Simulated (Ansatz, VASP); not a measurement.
## GePt: VASP beside Ansatz

```
Ge Pt
1.0
     4.52553    0.00000    0.00000
    -2.26276    3.91922    0.00000
     0.00000    0.00000    4.94859
Ge Pt
2 2
Direct
  0.33333 0.66667 0.00000
  0.66667 0.33333 0.00000
  0.33333 0.66667 0.50000
  0.66667 0.33333 0.50000
```

Alike in both runs: functional PBE; k mesh 12 × 12 × 10; occupations gaussian, width 0.1 eV; no spin polarisation.

Ansatz relaxed the structure, and its values are those at the end. VASP's run is a single point on that final structure, the one shown.

|  | VASP | Ansatz |
| --- | --- | --- |
| version | VASP 6.6.1 | Ansatz 0.2.0 |
| potentials or method | VASP PAW PBE potentials, release 64 (Ge_d, Pt), cutoff 520 eV | scalar-relativistic, plane waves, PAW |
| valence electrons in the cell | 48 | 64 |

|  | VASP | Ansatz | Ansatz less VASP |
| --- | --- | --- | --- |
| gap on the k mesh at the Fermi level (eV) | none | none | - |
| pressure (GPa) | -0.1 | 0.0 | +0.07 |

A gap of «none» marks a metal or a gap that the smearing closes. VASP's potentials hold 48 valence electrons a cell and Ansatz's 64, so a difference there can come from the potentials and not from the codes.

Neither program's run includes spin-orbit coupling.
